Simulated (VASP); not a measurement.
Input of a VASP 6.6.1 run:

File INCAR:

```
SYSTEM = C
PREC = Accurate
ENCUT = 520
EDIFF = 1E-8
ISMEAR = 0
SIGMA = 0.01
LREAL = .FALSE.
LASPH = .TRUE.
NELM = 80
ALGO = Normal
ISIF = 2
LWAVE = .FALSE.
LCHARG = .TRUE.
GGA = PS
IBRION = 8
NSW = 1
LEPSILON = .TRUE.
```

KPOINTS

```
Automatic mesh
0
G
  10 10 10
  0 0 0
```

Contents of POSCAR:

```
C
1.0
    0.0000000000      1.7769045550      1.7769045550
    1.7769045550      0.0000000000      1.7769045550
    1.7769045550      1.7769045550      0.0000000000
C
2
Direct
    0.0000000000      0.0000000000      0.0000000000
    0.2500000000      0.2500000000      0.2500000000
```

Potentials or basis: VASP PAW PBE potentials, release 64 (C).

Run with:

```sh
$ cat potpaw_PBE.64/C/POTCAR > POTCAR
$ mpirun -np 1 vasp_std > vasp.out
```

Task: Estimate the electronic dielectric tensor (diagonal).

Result: 5.88.

Task: Predict the Born charges (mean of the diagonal).

Result: C +0.00 e.

Task: Predict the highest phonon frequency at Γ.

Result: 1310 cm⁻¹.

Born effective charge tensors (e):
atom 1, C
```
0.00 0.00 0.00
0.00 0.00 0.00
0.00 0.00 0.00
```
atom 2, C
```
0.00 0.00 0.00
0.00 0.00 0.00
0.00 0.00 0.00
```

Caveat: the cell wasn't relaxed at this level first, which shifts response properties.
